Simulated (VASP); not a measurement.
# TaVN2 (P4/mmm) in VASP: further runs

The runs below take TaVN2 through relaxation of cell and atoms, single point, with LDA, revPBE, PBE.

Everything below comes from runs of VASP 6.6.1. Logs are shortened: lines on timing, memory, paths and dates and some standing lists are left out, and cuts for length are marked.

### Step 1. The cell of the first run

It takes space group P4/mmm (No. 123, tetragonal). Conventional cell: a = 3.050 Å, b = 3.050 Å, c = 4.296 Å, α = 90.00°, β = 90.00°, γ = 90.00°. Ta (site symmetry 4/mmm) has 6 N at 2.15 to 2.16 Å within 2.8 Å. Within 2.8 Å of V (site symmetry 4/mmm) lie 6 N at 2.15 to 2.16 Å. Within 2.8 Å of N (site symmetry 4/mmm) lie 2 V at 2.15 Å and 4 Ta at 2.16 Å. Within 2.8 Å of N (site symmetry 4/mmm) lie 2 Ta at 2.15 Å and 4 V at 2.16 Å.

### Step 2. Relaxation of cell and atoms, LDA, collinear spin, ferromagnetic start

Contents of INCAR:

```
PREC = Accurate
ENCUT = 600
EDIFF = 1E-6
ISMEAR = -1
SIGMA = 0.05
LREAL = F
LASPH = T
NELM = 150
ALGO = Normal
ISIF = 3
LWAVE = F
LCHARG = F
ISPIN = 2
MAGMOM = 0 2 0 0
LORBIT = 11
LMAXMIX = 4
GGA = CA
IBRION = 2
NSW = 60
EDIFFG = -0.01
```

Contents of KPOINTS:

```
regular mesh
0
Gamma
  9 9 6
```

Contents of POSCAR:

```
TaVN2
1.0
    3.0498670000      0.0000000000      0.0000000000
    0.0000000000      3.0498670000      0.0000000000
    0.0000000000      0.0000000000      4.2960620000
Ta V N
1 1 2
Direct
    0.0000000000      0.0000000000      0.0000000000
    0.5000000000      0.5000000000      0.5000000000
    0.5000000000      0.5000000000      0.0000000000
    0.0000000000      0.0000000000      0.5000000000
```

Potentials or basis: VASP PAW LDA potentials, release 64 (Ta_pv, V_sv, N).

Started as:

```console
$ cat potpaw_LDA.64/Ta_pv/POTCAR potpaw_LDA.64/V_sv/POTCAR potpaw_LDA.64/N/POTCAR > POTCAR
$ mpirun -np 1 vasp_std > vasp.out
```

OUTCAR:

```text
PREC = Accurate
   ENCUT = 600
   EDIFF = 1E-6
   ISMEAR = -1
   LREAL = F
   LASPH = T
   NELM = 150
   ISIF = 3
   ISPIN = 2
   LORBIT = 11
   GGA = CA
   IBRION = 2
   NSW = 60
   EDIFFG = -0.01

 ion  position               nearest neighbor table
   1  0.000  0.000  0.000-   4 2.15   4 2.15   3 2.16   3 2.16   3 2.16   3 2.16   2 3.04   2 3.04
                             2 3.04   2 3.04   2 3.04   2 3.04   2 3.04   2 3.04
   2  0.500  0.500  0.500-   3 2.15   3 2.15   4 2.16   4 2.16   4 2.16   4 2.16   1 3.04   1 3.04
                             1 3.04   1 3.04   1 3.04   1 3.04   1 3.04   1 3.04
   3  0.500  0.500  0.000-   2 2.15   2 2.15   1 2.16   1 2.16   1 2.16   1 2.16
   4  0.000  0.000  0.500-   1 2.15   1 2.15   2 2.16   2 2.16   2 2.16   2 2.16

  LATTYP: Found a simple tetragonal cell.
 ALAT       =     3.0498670000
 C/A-ratio  =     1.4086063425

  Lattice vectors:

 A1 = (   3.0498670000,   0.0000000000,   0.0000000000)
 A2 = (   0.0000000000,   3.0498670000,   0.0000000000)
 A3 = (   0.0000000000,   0.0000000000,   4.2960620000)

Analysis of symmetry for initial positions (statically):
=====================================================================
 Subroutine PRICEL returns:
 Original cell was already a primitive cell.

 Routine SETGRP: Setting up the symmetry group for a
 simple tetragonal supercell.

 Subroutine GETGRP returns: Found 16 space group operations
 (whereof 16 operations were pure point group operations)
 out of a pool of 16 trial point group operations.

The static configuration has the point symmetry D_4h.

Analysis of symmetry for dynamics (positions and initial velocities):
=====================================================================
 Subroutine PRICEL returns:
 Original cell was already a primitive cell.

 Routine SETGRP: Setting up the symmetry group for a
 simple tetragonal supercell.

 Subroutine GETGRP returns: Found 16 space group operations
 (whereof 16 operations were pure point group operations)
 out of a pool of 16 trial point group operations.

The dynamic configuration has the point symmetry D_4h.

Analysis of structural, dynamic, and magnetic symmetry:
=====================================================================
 Subroutine PRICEL returns:
 Original cell was already a primitive cell.

 Routine SETGRP: Setting up the symmetry group for a
 simple tetragonal supercell.

 Subroutine GETGRP returns: Found 16 space group operations
 (whereof 16 operations were pure point group operations)
 out of a pool of 16 trial point group operations.

The overall configuration has the point symmetry D_4h.

 Subroutine INISYM returns: Found 16 space group operations
 (whereof 16 operations are pure point group operations),
 and found     1 'primitive' translations

----------------------------------------------------------------------------------------

                                     Primitive cell

  volume of cell :      39.9606

  direct lattice vectors                    reciprocal lattice vectors
     3.049867000  0.000000000  0.000000000     0.327883150  0.000000000  0.000000000
     0.000000000  3.049867000  0.000000000     0.000000000  0.327883150  0.000000000
     0.000000000  0.000000000  4.296062000     0.000000000  0.000000000  0.232771315

  length of vectors
     3.049867000  3.049867000  4.296062000     0.327883150  0.327883150  0.232771315

  position of ions in fractional coordinates (direct lattice)
     0.000000000  0.000000000  0.000000000
     0.500000000  0.500000000  0.500000000
     0.500000000  0.500000000  0.000000000
     0.000000000  0.000000000  0.500000000

  ion indices of the primitive-cell ions
   primitive index   ion index
                 1           1
                 2           2
                 3           3
                 4           4

----------------------------------------------------------------------------------------

 KPOINTS: regular mesh

Automatic generation of k-mesh.
 Grid dimensions read from file:
 generate k-points for:    9    9    6

[... 59 lines left out ...]
      4     -28.6612      1.00000
      5     -25.8257      1.00000
      6     -25.6109      1.00000
[... 589 lines left out ...]
     21      12.1932      0.00000
     22      12.3737      0.00000

 [... further k-points ...]

------------------------ aborting loop because EDIFF is reached ----------------------------------------

  FORCE on cell =-STRESS in cart. coord.  units (eV):
  Direction    XX          YY          ZZ          XY          YZ          ZX
  --------------------------------------------------------------------------------------
  -------------------------------------------------------------------------------------
  Total       -4.2802891     -4.2802891     -4.9333459      0.0000000     -0.0000000      0.0000000
  in kB     -171.6134574   -171.6134574   -197.7970477      0.0000000     -0.0000000      0.0000000
  external PRESSURE =    -180.3413208 kB  Pullay stress =       0.0000000 kB
[... 99 lines left out ...]
  FREE ENERGIE OF THE ION-ELECTRON SYSTEM (eV)
  ---------------------------------------------------
  free  energy   TOTEN  =       -45.6977322479 eV

  energy  without entropy=      -45.6751656172  energy(sigma->0) =      -45.68644893

[... ionic steps 4 to 8 ...]

--------------------------------------- Ionic step        9  -------------------------------------------

 number of electron      33.9999999 magnetization      -0.0000000

------------------------ aborting loop because EDIFF is reached ----------------------------------------
[... 73 lines left out ...]
--------------------------------------- Ionic step       11  -------------------------------------------

 number of electron      33.9999999 magnetization       0.0000001

 Free energy of the ion-electron system (eV)
  ---------------------------------------------------
  ext. energy  EPLUGINS =         0.00000000
  ---------------------------------------------------
  free energy    TOTEN  =       -45.69801126 eV

  energy without entropy =      -45.67567758  energy(sigma->0) =      -45.68684442

 E-fermi :  10.6727     XC(G=0): -13.9209

 val. band max:       10.6600764629   @ k =   0.3333   0.0000   0.0000
 cond. band min:      10.7254875978   @ k =   0.2222   0.1111   0.0000
 fundamental gap:      0.0654111349
 Fermi energy:        10.6726970584

 spin component 1

 k-point     1 :       0.0000    0.0000    0.0000
  band No.  band energies     occupation
      1     -53.6895      1.00000
      2     -28.0528      1.00000
      3     -27.9325      1.00000
      4     -27.9325      1.00000
      5     -25.0428      1.00000
      6     -24.7838      1.00000
[... 589 lines left out ...]
     21      13.1035      0.00000
     22      13.3161      0.00000

 [... further k-points ...]

 spin component 2

 k-point     1 :       0.0000    0.0000    0.0000
  band No.  band energies     occupation
      1     -53.6895      1.00000
      2     -28.0528      1.00000
      3     -27.9325      1.00000
      4     -27.9325      1.00000
      5     -25.0428      1.00000
      6     -24.7838      1.00000
[... 589 lines left out ...]
     21      13.1035      0.00000
     22      13.3161      0.00000

 [... further k-points ...]

------------------------ aborting loop because EDIFF is reached ----------------------------------------

  FORCE on cell =-STRESS in cart. coord.  units (eV):
  Direction    XX          YY          ZZ          XY          YZ          ZX
  --------------------------------------------------------------------------------------
  -------------------------------------------------------------------------------------
  Total       -0.0156739     -0.0156739     -0.0036684      0.0000000     -0.0000000      0.0000000
  in kB       -0.6643082     -0.6643082     -0.1554793      0.0000000     -0.0000000      0.0000000
  external PRESSURE =      -0.4946986 kB  Pullay stress =       0.0000000 kB
[... 19 lines left out ...]
  FREE ENERGIE OF THE ION-ELECTRON SYSTEM (eV)
  ---------------------------------------------------
  free  energy   TOTEN  =       -45.6980112645 eV

  energy  without entropy=      -45.6756775765  energy(sigma->0) =      -45.68684442

 reached required accuracy - stopping structural energy minimisation

 total charge

# of ion       s       p       d       tot
------------------------------------------
    1        0.313   6.300   2.500   9.113
    2        2.218   6.238   3.225  11.681
    3        1.222   2.553   0.000   3.775
    4        1.222   2.502   0.000   3.724
--------------------------------------------------
tot          4.975  17.593   5.725  28.293

 magnetization (x)

# of ion       s       p       d       tot
------------------------------------------
    1       -0.000  -0.000  -0.000  -0.000
    2        0.000  -0.000   0.000   0.000
    3       -0.000   0.000   0.000   0.000
    4        0.000   0.000   0.000   0.000
--------------------------------------------------
tot          0.000   0.000   0.000   0.000
```

Wall time 7 min (1 thread of AMD EPYC 9R45 (Zen 5), shared host); peak memory 0.21 GiB.

Results:

- Free energy: -45.6980 eV
- Relaxed volume: 9.45 Å³/atom
- Relaxed cell: a = 2.998 Å, b = 2.998 Å, c = 4.206 Å, α = 90.00°, β = 90.00°, γ = 90.00°
- Space group after relaxing (to 0.1 Å): P4/mmm (No. 123)
- Energy gained by relaxing: 32.2 meV/atom
- Ionic steps: 11
- Pressure after relaxing: 0.0 GPa
- Band gap on the k mesh: zero (filled and empty bands overlap)
- Net moment: 0.00 μB per cell
- Valence electrons inside the program's atomic spheres: Ta 9.11; V 11.68; N 3.77, 3.72

The path:
```tsv
step	energy change (eV)	largest force (eV/Å)	pressure (GPa)	volume (Å³)
1	0.0000	0.0000	-18.03	39.96
2	0.4640	0.0000	52.32	33.80
3	-0.1284	0.0000	-0.73	37.88
4	-0.1286	0.0000	-0.18	37.81
5	-0.1286	0.0000	0.32	37.77
6	-0.1286	0.0000	-0.55	37.86
7	-0.1287	0.0000	-0.13	37.81
8	-0.1287	0.0000	-0.08	37.81
9	-0.1287	0.0000	-0.20	37.81
10	-0.1287	0.0000	0.16	37.78
11	-0.1287	0.0000	-0.05	37.80
```

Final structure:
```
CELL_PARAMETERS angstrom
2.99793 0.00000 0.00000
0.00000 2.99793 0.00000
0.00000 0.00000 4.20605
ATOMIC_POSITIONS crystal
Ta 0.00000 0.00000 0.00000
V 0.50000 0.50000 0.50000
N 0.50000 0.50000 0.00000
N 0.00000 0.00000 0.50000
```

Levels at points of the mesh, in eV from the Fermi level:
Spin up:
| k point | band 14 | band 15 | band 16 | band 17 | band 18 | band 19 | band 20 | band 21 |
| --- | --- | --- | --- | --- | --- | --- | --- | --- |
| (0.00, 0.00, 0.00) | -2.96 | -2.96 | -2.91 | -1.70 | -1.70 | -1.58 | -0.32 | -0.20 |
| (0.00, 0.00, 0.50) | -4.31 | -4.31 | -4.25 | -2.70 | -0.05 | 0.67 | 0.67 | 1.46 |
Spin down:
| k point | band 14 | band 15 | band 16 | band 17 | band 18 | band 19 | band 20 | band 21 |
| --- | --- | --- | --- | --- | --- | --- | --- | --- |
| (0.00, 0.00, 0.00) | -2.96 | -2.96 | -2.91 | -1.70 | -1.70 | -1.58 | -0.32 | -0.20 |
| (0.00, 0.00, 0.50) | -4.31 | -4.31 | -4.25 | -2.70 | -0.05 | 0.67 | 0.67 | 1.46 |

Caveat: the moments typed at the start vanished in this run; spin-orbit coupling is left out, which moves the levels of the heavy elements.

(Continued in part 2 of 2.)

The gap in the log of VASP goes by the Fermi energy; the results here count the filled bands.